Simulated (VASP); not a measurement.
# Pb (Cmcm) in VASP: single point with LDA

Aim: the single point of Pb with LDA.

Program: VASP 6.6.1. These are calculated values, not measurements. Logs are shortened: lines on timing, memory, paths and dates and some standing lists are left out, and cuts for length are marked.

## 1. The cell of the first run

Symmetry: Cmcm, No. 63, orthorhombic system. The conventional cell has a = 4.310 Å, b = 12.268 Å, c = 4.450 Å, α = 90.00°, β = 90.00°, γ = 90.00°. Pb (site symmetry m2m) has 10 Pb at 3.92 to 4.45 Å within 5.2 Å.

## 2. Single point, LDA

Contents of INCAR:

```
  ALGO = Normal
  EDIFF = 1E-6
  ENCUT = 520
  ISIF = 2
  ISMEAR = -1
  LASPH = T
  LCHARG = F
  LREAL = F
  LWAVE = F
  NBANDS = 21
  NELM = 60
  PREC = Accurate
  SIGMA = 0.2
```

Contents of KPOINTS:

```
k-points
0
Gamma
  5 5 4
```

Contents of POSCAR:

```
Pb
1.0
    2.1548770000     -6.1339470000      0.0000000000
    2.1548770000      6.1339470000      0.0000000000
    0.0000000000      0.0000000000      4.4504940000
Pb
2
Direct
    0.6317610000      0.3682390000      0.7500000000
    0.3682390000      0.6317610000      0.2500000000
```

Potentials or basis: VASP PAW LDA potentials, release 64 (Pb_d).

The run is started by

```sh
$ cat potpaw_LDA.64/Pb_d/POTCAR > POTCAR
$ mpirun -np 1 vasp_std > vasp.out
```

OUTCAR:

```text
EDIFF = 1E-6
   ENCUT = 520
   ISIF = 2
   ISMEAR = -1
   LASPH = T
   LREAL = F
   NELM = 60
   PREC = Accurate

 ion  position               nearest neighbor table
   1  0.632  0.368  0.750-   2 3.92   2 3.92
   2  0.368  0.632  0.250-   1 3.92   1 3.92

  LATTYP: Found a base centered orthorhombic cell.
 ALAT       =     4.3097540000
 B/A-ratio  =     2.8465415891
 C/A-ratio  =     1.0326561562

  Lattice vectors:

 A1 = (   2.1548770000,  -6.1339470000,   0.0000000000)
 A2 = (   2.1548770000,   6.1339470000,   0.0000000000)
 A3 = (   0.0000000000,   0.0000000000,   4.4504940000)

Analysis of symmetry for initial positions (statically):
=====================================================================
 Subroutine PRICEL returns:
 Original cell was already a primitive cell.

 Routine SETGRP: Setting up the symmetry group for a
 base centered orthorhombic supercell.

 Subroutine GETGRP returns: Found  8 space group operations
 (whereof  4 operations were pure point group operations)
 out of a pool of  8 trial point group operations.

The static configuration has the point symmetry C_2h.
 The point group associated with its full space group is D_2h.

Analysis of symmetry for dynamics (positions and initial velocities):
=====================================================================
 Subroutine PRICEL returns:
 Original cell was already a primitive cell.

 Routine SETGRP: Setting up the symmetry group for a
 base centered orthorhombic supercell.

 Subroutine GETGRP returns: Found  8 space group operations
 (whereof  4 operations were pure point group operations)
 out of a pool of  8 trial point group operations.

The dynamic configuration has the point symmetry C_2h.
 The point group associated with its full space group is D_2h.

 Subroutine INISYM returns: Found  8 space group operations
 (whereof  4 operations are pure point group operations),
 and found     1 'primitive' translations

----------------------------------------------------------------------------------------

                                     Primitive cell

  volume of cell :     117.6524

  direct lattice vectors                    reciprocal lattice vectors
     2.154877000 -6.133947000  0.000000000     0.232031805 -0.081513583  0.000000000
     2.154877000  6.133947000  0.000000000     0.232031805  0.081513583  0.000000000
[... 78 lines left out ...]
   ICHARG =      2    charge: 1-file 2-atom 10-const
   ISPIN  =      1    spin polarized calculation?
   LNONCOLLINEAR =      F non collinear calculations
   LSORBIT =      F    spin-orbit coupling
   LASPH  =      T    aspherical Exc in radial PAW
   ENCUT  =  520.0 eV  38.22 Ry    6.18 a.u.  12.09 12.09  8.27*2*pi/ulx,y,z
   NELM   =     60;   NELMIN=  2; NELMDL= -5     # of ELM steps
   EDIFF  = 0.1E-05   stopping-criterion for ELM
   LREAL  =      F    real-space projection
   EDIFFG = 0.1E-04   stopping-criterion for IOM
   NSW    =      0    number of steps for IOM
   IBRION =     -1    ionic relax: 0-MD 1-quasi-New 2-CG
   NFREE  =      0    steps in history (QN), initial steepest desc. (CG)
   ISIF   =      2    stress and relaxation
   ISYM   =      2    0-nonsym 1-usesym 2-fastsym
   POTIM  = 0.5000    time-step for ionic-motion
   TEBEG  =    0.0;   TEEND  =   0.0 temperature during run
   PSTRESS=    0.0 pullay stress
   NELECT =      28.0000    total number of electrons
   NUPDOWN=      -1.0000    fix difference up-down
   EMIN   =  10.00;   EMAX   =-10.00  energy-range for DOS
   EFERMI =   0.00;   METHOD = LEGACY
   ISMEAR =    -1;   SIGMA  =   0.20  broadening in eV -4-tet -1-fermi 0-gaus
   EFERMI_NEDOS =   21; number of points for ismear=-14 and -15
   IALGO  =     38    algorithm
   IMIX   =      4    mixing-type and parameters
     AMIX     =   0.40;   BMIX     =  1.00
     AMIX_MAG =   1.60;   BMIX_MAG =  1.00
  volume/ion in A,a.u.               =      58.83       396.98
  Fermi-wavevector in a.u.,A,eV,Ry     =   1.014520  1.917165 14.003807  1.029251
  Thomas-Fermi vector in A             =   2.147752
   LORBIT       =      0    0 simple, 1 ext, 2 COOP (PROOUT), +10 PAW based schemes
   GGA     = CA    functional components
   LHFCALC =     F    Hartree Fock is set to
   AEXX    =    0.0000 exact exchange contribution
   IVDW    =     0    specifies the selected vdW correction
   LEPSILON=     F    determine dielectric tensor
   LRPA    =     F    only Hartree local field effects (RPA)
 non-spin polarized calculation
  energy-cutoff  :      520.00
  volume of cell :      117.65
 maximum number of plane-waves:      3187
   NGX = 25   NGY = 25   NGZ = 17

 number of electron      27.9999996 magnetization

 Free energy of the ion-electron system (eV)
  ---------------------------------------------------
  ext. energy  EPLUGINS =         0.00000000
  ---------------------------------------------------
  free energy    TOTEN  =        -6.19996480 eV

  energy without entropy =       -5.91153451  energy(sigma->0) =       -6.05574966

 E-fermi :   1.5595     XC(G=0):  -7.6184

 val. band max:        1.5378449833   @ k =  -0.4000   0.2000   0.0000
 cond. band min:       1.5610166898   @ k =   0.4000  -0.0000   0.2500
 fundamental gap:      0.0231717065
 Fermi energy:         1.5594809445

 k-point     1 :       0.0000    0.0000    0.0000
  band No.  band energies     occupation
      1     -15.5300      2.00000
      2     -15.5299      2.00000
      3     -15.5116      2.00000
      4     -15.5002      2.00000
      5     -15.4948      2.00000
      6     -15.4845      2.00000
[... 565 lines left out ...]
     20       7.7100      0.00000
     21       9.3604      0.00000

 [... further k-points ...]

------------------------ aborting loop because EDIFF is reached ----------------------------------------

  FORCE on cell =-STRESS in cart. coord.  units (eV):
  Direction    XX          YY          ZZ          XY          YZ          ZX
  --------------------------------------------------------------------------------------
  -------------------------------------------------------------------------------------
  Total       -4.3653438     -5.3498088     -4.8456837      0.0000000      0.0000000      0.0000000
  in kB      -59.4467770    -72.8531140    -65.9879940      0.0000000      0.0000000      0.0000000
  external PRESSURE =     -66.0959617 kB  Pullay stress =       0.0000000 kB

 VOLUME and BASIS-vectors are now :
 -----------------------------------------------------------------------------
  energy-cutoff  :      520.00
  volume of cell :      117.65
      direct lattice vectors                 reciprocal lattice vectors
     2.154877000 -6.133947000  0.000000000     0.232031805 -0.081513583  0.000000000
     2.154877000  6.133947000  0.000000000     0.232031805  0.081513583  0.000000000
     0.000000000  0.000000000  4.450494000     0.000000000  0.000000000  0.224694158

 POSITION                                       TOTAL-FORCE (eV/Angst)
 -----------------------------------------------------------------------------------
      2.15488     -1.61643      3.33787         0.000000     -0.128755      0.000000
      2.15488      1.61643      1.11262         0.000000      0.128755     -0.000000
 -----------------------------------------------------------------------------------
    total drift:                                0.000000      0.000000      0.000000

  FREE ENERGIE OF THE ION-ELECTRON SYSTEM (eV)
  ---------------------------------------------------
  free  energy   TOTEN  =        -6.1999648014 eV

  energy  without entropy=       -5.9115345124  energy(sigma->0) =       -6.05574966
```

It took 1.7 min on 1 thread of Intel Xeon 8259CL, shared host; peak memory 0.24 GiB.

What came out:

| Item | Value |
| --- | --- |
| Free energy | -6.2000 eV |
| Pressure | -6.6 GPa |
| Largest force | 0.129 eV/Å |
| Band gap on the k mesh | zero (bands 14 and 15 overlap by 1.30 eV) |

Forces in eV/Å, atoms in the order of the input:
```
Pb   0.000 -0.129  0.000
Pb   0.000  0.129  0.000
```

Stress tensor (GPa, compression positive):
```
-5.94  0.00  0.00
 0.00 -7.29  0.00
 0.00  0.00 -6.60
```

Levels at points of the mesh, in eV from the Fermi level:
| k point | band 12 | band 13 | band 14 | band 15 | band 16 | band 17 |
| --- | --- | --- | --- | --- | --- | --- |
| (0.00, 0.00, 0.00) | -7.47 | -1.51 | 0.89 | 2.03 | 2.38 | 3.30 |
| (0.00, 0.00, 0.50) | -8.06 | -0.63 | -0.63 | 0.39 | 0.39 | 2.68 |

Caveat: the cell stands under tension; spin-orbit coupling is left out, which moves the levels of the heavy elements.
